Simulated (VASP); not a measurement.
Set up this calculation in VASP 6.6.1, as the native input.

* Task: relaxation of the atoms
* Functional: PBEsol
* Potentials or basis: VASP PAW PBE potentials, release 64 (S, Mo_sv)
* Cutoff: 520 eV
* k mesh: 9 × 9 × 1
* Occupations: gaussian, width 0.05 eV
* Spin: no spin polarisation
* Dipole correction: yes
* Further INCAR settings: ALGO = Normal; EDIFF = 1e-06; IBRION = 2; EDIFFG = -0.02; NSW = 80

The structure of MoS4 lies in POSCAR:

```
MoS4
1.0
    3.1431288696      0.0000000000      0.0000000000
   -1.5715644348      2.7220294484      0.0000000000
    0.0000000000      0.0000000000     24.4517998387
S Mo
4 1
Direct
    0.6666666667      0.3333333333      0.3067258872
    0.3333333333      0.6666666667      0.4362772518
    0.3333333333      0.6666666667      0.5637227482
    0.0000000000      0.0000000000      0.6932741128
    0.6666666667      0.3333333333      0.5000111018
```

These files were run (other wordings do the same):

INCAR

```
PREC = Accurate
ENCUT = 520
EDIFF = 1E-6
ISMEAR = 0
SIGMA = 0.05
LREAL = F
LASPH = T
NELM = 80
ALGO = Normal
ISIF = 2
LWAVE = F
LCHARG = F
LDIPOL = T
IDIPOL = 3
DIPOL = 0.5 0.5 0.500
GGA = PS
IBRION = 2
NSW = 80
EDIFFG = -0.02
```

KPOINTS

```
regular mesh
0
Gamma
  9 9 1
```

Potentials or basis: VASP PAW PBE potentials, release 64 (S, Mo_sv).

Run with:

```sh
$ cat potpaw_PBE.64/S/POTCAR potpaw_PBE.64/Mo_sv/POTCAR > POTCAR
$ mpirun -np 1 vasp_std > vasp.out
```

Results of the run:

```json
{
  "Energy gained by relaxing": "15.3 meV/atom",
  "Ionic steps": "39",
  "Largest force after relaxing": "0.013 eV/Å",
  "Band gap on the k mesh": "zero (bands 19 and 20 overlap by 1.86 eV)"
}
```

Caveat: the PAW data sets were made with another functional, which shifts forces and pressure a little.

Wall time 37 min on 1 thread of Intel(R) Xeon(R) Platinum 8488C (Sapphire Rapids), with other jobs on the host, peak memory 0.35 GiB.
